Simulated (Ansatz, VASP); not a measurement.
Fe: VASP beside Ansatz

```
Fe
1.0
    -1.45959    1.45959    1.45959
     1.45959   -1.45959    1.45959
     1.45959    1.45959   -1.45959
Fe
1
Direct
  0.00000 0.00000 0.00000
```

Change from the starting cell: volume scaled by 1.06, PAW files.

Alike in both runs: task electric field gradients; functional r2SCAN; k mesh 16 × 16 × 16; occupations fermi-dirac, width 0.08 eV; collinear spin.

```csv
,VASP,Ansatz
version,VASP 6.6.1,Ansatz 0.2.0
potentials or method,"VASP PAW PBE potentials, release 64 (Fe)","PAW with Ansatz's default frozen-core files, scalar-relativistic"
plane-wave cutoff (eV),580,500
valence electrons in the cell,8,16
```

Ansatz gave:

```
pressure (GPa)                                                : -8.2
net moment per atom (μB)                                      : 2.72
size of the moment on the site where the two differ most (μB) : 2.89
```

**Question.** What did VASP give for the same quantities?

**Answer.** Pressure (GPa): -8.5; net moment per atom (μB): 2.72; size of the moment on the site where the two differ most (μB): 2.80.

VASP's potentials were made for PBE, not for r2SCAN. Site moments also hang on the region over which each program counts them. With one functional, cell and mesh, what is left measures potentials, basis and numerics. VASP's potentials hold 8 valence electrons a cell and Ansatz's 16, so a difference there can come from the potentials and not from the codes. Ansatz's warnings: stability check not made.
